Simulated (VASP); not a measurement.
# CO2 (Pbcn) in VASP: single point with PBEsol

Aim: the single point of CO2 with PBEsol.

Program: VASP 6.6.1. These are calculated values, not measurements. Logs are shortened: lines on timing, memory, paths and dates and some standing lists are left out, and cuts for length are marked.

## Step 1: The cell of the first run

The structure is orthorhombic, space group Pbcn (No. 60). Conventional cell: a = 5.363 Å, b = 6.848 Å, c = 5.911 Å, α = 90.00°, β = 90.00°, γ = 90.00°. Within 1.6 Å of C (site symmetry 2) lie 2 O at 1.17 Å. Within 1.6 Å of O (site symmetry 1) lie 1 C at 1.17 Å.

## Step 2: Single point, PBEsol

INCAR

```
SYSTEM = CO2
PREC = Accurate
ENCUT = 520
EDIFF = 1E-7
ISMEAR = 0
SIGMA = 0.02
LREAL = .False.
LASPH = .True.
NELM = 60
ALGO = Normal
ISIF = 2
LWAVE = .False.
LCHARG = .False.
GGA = PS
NBANDS = 44
```

KPOINTS

```
Automatic mesh
0
Gamma
  4 4 4
  0 0 0
```

POSCAR

```
CO2
1.0
    5.3631925946      0.0000000000      0.0000000000
    0.0000000000      6.8482343736      0.0000000000
    0.0000000000      0.0000000000      5.9113568425
C O
4 8
Direct
    0.5000000000      0.8414675574      0.7500000000
    0.0000000000      0.3414675574      0.7500000000
    0.0000000000      0.6585324426      0.2500000000
    0.5000000000      0.1585324426      0.2500000000
    0.6715647463      0.1581711592      0.1285533713
    0.3284352537      0.1581711592      0.3714466287
    0.8284352537      0.6581711592      0.1285533713
    0.1715647463      0.3418288408      0.8714466287
    0.1715647463      0.6581711592      0.3714466287
    0.8284352537      0.3418288408      0.6285533713
    0.6715647463      0.8418288408      0.6285533713
    0.3284352537      0.8418288408      0.8714466287
```

Potentials or basis: VASP PAW PBE potentials, release 64 (C, O).

Started as:

```bash
> cat potpaw_PBE.64/C/POTCAR potpaw_PBE.64/O/POTCAR > POTCAR
> mpirun -np 1 vasp_std > vasp.out
```

OUTCAR:

```text
SYSTEM = CO2
   PREC = Accurate
   ENCUT = 520
   EDIFF = 1E-7
   ISMEAR = 0
   LREAL = .False.
   LASPH = .True.
   NELM = 60
   ISIF = 2
   GGA = PS

 ion  position               nearest neighbor table
   1  0.500  0.841  0.750-  11 1.17  12 1.17
   2  0.000  0.341  0.750-   8 1.17  10 1.17
   3  0.000  0.659  0.250-   7 1.17   9 1.17
   4  0.500  0.159  0.250-   5 1.17   6 1.17
   5  0.672  0.158  0.129-   4 1.17
   6  0.328  0.158  0.371-   4 1.17
   7  0.828  0.658  0.129-   3 1.17
   8  0.172  0.342  0.871-   2 1.17
   9  0.172  0.658  0.371-   3 1.17
  10  0.828  0.342  0.629-   2 1.17
  11  0.672  0.842  0.629-   1 1.17
  12  0.328  0.842  0.871-   1 1.17

  LATTYP: Found a simple orthorhombic cell.
 ALAT       =     5.3631925946
 B/A-ratio  =     1.1022085704
 C/A-ratio  =     1.2768951054

  Lattice vectors:

 A1 = (  -5.3631925946,   0.0000000000,   0.0000000000)
 A2 = (   0.0000000000,   0.0000000000,   5.9113568425)
 A3 = (   0.0000000000,   6.8482343736,   0.0000000000)

Analysis of symmetry for initial positions (statically):
=====================================================================
 Subroutine PRICEL returns:
 Original cell was already a primitive cell.

 Routine SETGRP: Setting up the symmetry group for a
 simple orthorhombic supercell.

 Subroutine GETGRP returns: Found  8 space group operations
 (whereof  2 operations were pure point group operations)
 out of a pool of  8 trial point group operations.

The static configuration has the point symmetry S_2 .
 The point group associated with its full space group is D_2h.

Analysis of symmetry for dynamics (positions and initial velocities):
=====================================================================
 Subroutine PRICEL returns:
 Original cell was already a primitive cell.

 Routine SETGRP: Setting up the symmetry group for a
 simple orthorhombic supercell.

 Subroutine GETGRP returns: Found  8 space group operations
 (whereof  2 operations were pure point group operations)
 out of a pool of  8 trial point group operations.

The dynamic configuration has the point symmetry S_2 .
 The point group associated with its full space group is D_2h.

 Subroutine INISYM returns: Found  8 space group operations
[... 118 lines left out ...]
   LREAL  =      F    real-space projection
   EDIFFG = 0.1E-05   stopping-criterion for IOM
   NSW    =      0    number of steps for IOM
   IBRION =     -1    ionic relax: 0-MD 1-quasi-New 2-CG
   NFREE  =      0    steps in history (QN), initial steepest desc. (CG)
   ISIF   =      2    stress and relaxation
   ISYM   =      2    0-nonsym 1-usesym 2-fastsym
   POTIM  = 0.5000    time-step for ionic-motion
   TEBEG  =    0.0;   TEEND  =   0.0 temperature during run
   PSTRESS=    0.0 pullay stress
   NELECT =      64.0000    total number of electrons
   NUPDOWN=      -1.0000    fix difference up-down
   EMIN   =  10.00;   EMAX   =-10.00  energy-range for DOS
   EFERMI =   0.00;   METHOD = LEGACY
   ISMEAR =     0;   SIGMA  =   0.02  broadening in eV -4-tet -1-fermi 0-gaus
   EFERMI_NEDOS =   21; number of points for ismear=-14 and -15
   IALGO  =     38    algorithm
   IMIX   =      4    mixing-type and parameters
     AMIX     =   0.40;   BMIX     =  1.00
     AMIX_MAG =   1.60;   BMIX_MAG =  1.00
  volume/ion in A,a.u.               =      18.09       122.10
  Fermi-wavevector in a.u.,A,eV,Ry     =   1.089528  2.058910 16.151087  1.187071
  Thomas-Fermi vector in A             =   2.225733
   LORBIT       =      0    0 simple, 1 ext, 2 COOP (PROOUT), +10 PAW based schemes
   GGA     = PS    functional components
   LHFCALC =     F    Hartree Fock is set to
   AEXX    =    0.0000 exact exchange contribution
   IVDW    =     0    specifies the selected vdW correction
   LEPSILON=     F    determine dielectric tensor
   LRPA    =     F    only Hartree local field effects (RPA)
 non-spin polarized calculation
 Gauss-broadening in eV      SIGMA  =   0.02
  energy-cutoff  :      520.00
  volume of cell :      217.11
 maximum number of plane-waves:      5884
 NGX is ok and might be reduce to    40
   NGX = 19   NGY = 25   NGZ = 21

 number of electron      64.0000027 magnetization

 Free energy of the ion-electron system (eV)
  ---------------------------------------------------
  ext. energy  EPLUGINS =         0.00000000
  ---------------------------------------------------
  free energy    TOTEN  =       -95.25013737 eV

  energy without entropy =      -95.25013737  energy(sigma->0) =      -95.25013737

 E-fermi :  -4.5769     XC(G=0):  -6.9485

 val. band max:       -4.6729927250   @ k =   0.0000   0.0000   0.2500
 cond. band min:       1.9431949806   @ k =   0.0000   0.0000   0.0000
 fundamental gap:      6.6161877056
 Fermi energy:        -4.5768867729

 k-point     1 :       0.0000    0.0000    0.0000
  band No.  band energies     occupation
      1     -25.1134      2.00000
      2     -25.0168      2.00000
      3     -25.0057      2.00000
      4     -24.9604      2.00000
      5     -24.0497      2.00000
      6     -24.0332      2.00000
[... 1117 lines left out ...]
     43       4.6154      0.00000
     44       4.6154      0.00000

 [... further k-points ...]
[... 5 lines left out ...]
  --------------------------------------------------------------------------------------
  -------------------------------------------------------------------------------------
  Total        3.7652628     -0.2749995      2.1332846      0.0000000      0.0000000      0.0000000
  in kB       27.7854024     -2.0293331     15.7423726      0.0000000      0.0000000      0.0000000
  external PRESSURE =      13.8328140 kB  Pullay stress =       0.0000000 kB

 VOLUME and BASIS-vectors are now :
 -----------------------------------------------------------------------------
  energy-cutoff  :      520.00
  volume of cell :      217.11
      direct lattice vectors                 reciprocal lattice vectors
     5.363192595  0.000000000  0.000000000     0.186456105  0.000000000  0.000000000
     0.000000000  6.848234374  0.000000000     0.000000000  0.146023040  0.000000000
     0.000000000  0.000000000  5.911356843     0.000000000  0.000000000  0.169165900

 POSITION                                       TOTAL-FORCE (eV/Angst)
 -----------------------------------------------------------------------------------
      2.68160      5.76257      4.43352         0.000000     -0.008819     -0.000000
      0.00000      2.33845      4.43352         0.000000     -0.008819      0.000000
      0.00000      4.50978      1.47784         0.000000      0.008819     -0.000000
      2.68160      1.08567      1.47784         0.000000      0.008819      0.000000
      3.60173      1.08319      0.75992         0.555550     -0.003488     -0.437467
      1.76146      1.08319      2.19575        -0.555550     -0.003488      0.437467
      4.44306      4.50731      0.75992        -0.555550     -0.003488     -0.437467
      0.92013      2.34092      5.15143         0.555550      0.003488      0.437467
      0.92013      4.50731      2.19575         0.555550     -0.003488      0.437467
      4.44306      2.34092      3.71560        -0.555550      0.003488     -0.437467
      3.60173      5.76504      3.71560         0.555550      0.003488     -0.437467
      1.76146      5.76504      5.15143        -0.555550      0.003488      0.437467
 -----------------------------------------------------------------------------------
    total drift:                                0.000000      0.000000      0.000000

  FREE ENERGIE OF THE ION-ELECTRON SYSTEM (eV)
  ---------------------------------------------------
  free  energy   TOTEN  =       -95.2501373667 eV

  energy  without entropy=      -95.2501373667  energy(sigma->0) =      -95.25013737
```

OSZICAR:

```text
N       E                     dE             d eps       ncg     rms          rms(c)
DAV:   1     0.447451886351E+03    0.44745E+03   -0.32338E+04  2384   0.129E+03
DAV:   2    -0.626767760352E+02   -0.51013E+03   -0.49666E+03  3124   0.315E+02
DAV:   3    -0.100858237344E+03   -0.38181E+02   -0.37927E+02  2856   0.913E+01
DAV:   4    -0.101390248699E+03   -0.53201E+00   -0.52937E+00  2784   0.119E+01
DAV:   5    -0.101399935684E+03   -0.96870E-02   -0.96831E-02  2760   0.156E+00    0.187E+01
DAV:   6    -0.957785468469E+02    0.56214E+01   -0.16793E+01  2736   0.212E+01    0.874E+00
DAV:   7    -0.953680596389E+02    0.41049E+00   -0.91744E-01  2708   0.512E+00    0.486E+00
DAV:   8    -0.952599599762E+02    0.10810E+00   -0.66534E-01  2680   0.389E+00    0.958E-01
DAV:   9    -0.952478363682E+02    0.12124E-01   -0.49779E-02  2704   0.122E+00    0.373E-01
DAV:  10    -0.952494688184E+02   -0.16325E-02   -0.11309E-02  2824   0.472E-01    0.882E-02
DAV:  11    -0.952500155812E+02   -0.54676E-03   -0.39472E-04  2764   0.106E-01    0.363E-02
DAV:  12    -0.952501344792E+02   -0.11890E-03   -0.87531E-05  2644   0.462E-02    0.767E-03
DAV:  13    -0.952501367327E+02   -0.22535E-05   -0.53532E-06  2764   0.132E-02    0.230E-03
DAV:  14    -0.952501373274E+02   -0.59466E-06   -0.11215E-06  2696   0.582E-03    0.117E-03
DAV:  15    -0.952501373667E+02   -0.39333E-07   -0.31696E-08  1928   0.110E-03
   1 F= -.95250137E+02 E0= -.95250137E+02  d E =-.332220E-13
```

stdout:

```text
POSCAR found type information on POSCAR C O
 POSCAR found :  2 types and      12 ions
 scaLAPACK will be used
 -----------------------------------------------------------------------------
|                                                                             |
|                                                                             |
|     You enforced a specific xc type in the INCAR file but a different       |
|     I HOPE YOU KNOW WHAT YOU ARE DOING!                                     |
|                                                                             |
 -----------------------------------------------------------------------------

 LDA part: xc-table for (Slater+PW92), standard interpolation
 POSCAR, INCAR and KPOINTS ok, starting setup
 FFT: planning ... GRIDC
 FFT: planning ... GRID_SOFT
 FFT: planning ... GRID
 WAVECAR not read
 entering main loop
```

Wall time 93 s (1 thread of Intel Xeon 6975P-C (Granite Rapids), shared host); peak memory 0.4 GiB.

Results:

```yaml
Free_energy: -95.2501 eV
Pressure: 1.4 GPa
Largest_force: 0.707 eV/Å
Band_gap_on_the_k_mesh: 6.62 eV (least direct gap 6.63 eV)
```

Forces in eV/Å, atoms in the order of the input:
```
C    0.000 -0.009  0.000
C    0.000 -0.009  0.000
C    0.000  0.009  0.000
C    0.000  0.009  0.000
O    0.556 -0.003 -0.437
O   -0.556 -0.003  0.437
O   -0.556 -0.003 -0.437
O    0.556  0.003  0.437
O    0.556 -0.003  0.437
O   -0.556  0.003 -0.437
O    0.556  0.003 -0.437
O   -0.556  0.003  0.437
```

Caveat: this functional lacks dispersion, which holds the molecules together, so the pressure and a relaxed volume are unreliable; the PAW data sets were made with another functional, which shifts forces and pressure a little. A k mesh can miss the band edges.
